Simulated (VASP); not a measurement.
Set up this calculation in VASP 6.6.1, as the native input.

```
Task                   : single point
Functional             : PBE
Potentials or basis    : VASP PAW PBE potentials, release 64 (Ba_sv, Ta_pv, S)
Cutoff                 : 520 eV
k mesh                 : 12 × 12 × 4
Occupations            : gaussian, width 0.1 eV
Spin                   : no spin polarisation
Dipole correction      : no
Further INCAR settings : ALGO = Normal; EDIFF = 1e-07; NBANDS = 36
```

The structure of Ba2TaS4 lies in POSCAR:

```
Ba2TaS4
1.0
    5.1910468818      0.0000000000      0.0000000000
   -2.5955234409      4.4955784719      0.0000000000
    0.0000000000      0.0000000000     12.4657473685
Ba Ta S
2 1 4
Direct
    0.0000000000      0.0000000000      0.7805539241
    0.0000000000      0.0000000000      0.2194460759
    0.0000000000      0.0000000000      0.5000000000
    0.5000000000      0.0000000000      0.5000000000
    0.0000000000      0.5000000000      0.5000000000
    0.5000000000      0.5000000000      0.5000000000
    0.0000000000      0.0000000000      0.0000000000
```

The cell was built from a structure type or drawn by symmetry, and may not be a known phase.

One way to write it, as run:

INCAR

```
  PREC = Accurate
  ENCUT = 520
  EDIFF = 1E-7
  ISMEAR = 0
  SIGMA = 0.1
  LREAL = F
  LASPH = T
  NELM = 80
  ALGO = Normal
  ISIF = 2
  LWAVE = F
  LCHARG = F
  GGA = PE
  NBANDS = 36
```

KPOINTS

```
Automatic mesh
0
Gamma
  12 12 4
```

Potentials or basis: VASP PAW PBE potentials, release 64 (Ba_sv, Ta_pv, S).

Run with:

```bash
$ cat potpaw_PBE.64/Ba_sv/POTCAR potpaw_PBE.64/Ta_pv/POTCAR potpaw_PBE.64/S/POTCAR > POTCAR
$ mpirun -np 1 vasp_std > vasp.out
```

It gave:

| Quantity | Value |
| --- | --- |
| Pressure | 0.3 GPa |
| Largest force | 0.180 eV/Å |
| Band gap on the k mesh | zero (an odd number of electrons rules out a gap without spin polarisation) |

Caveat: spin-orbit coupling is left out, which moves the levels of the heavy elements.

Run time: 8.3 min on 1 thread of Intel(R) Xeon(R) 6975P-C (Granite Rapids), with other jobs on the host, peak memory 0.75 GiB.
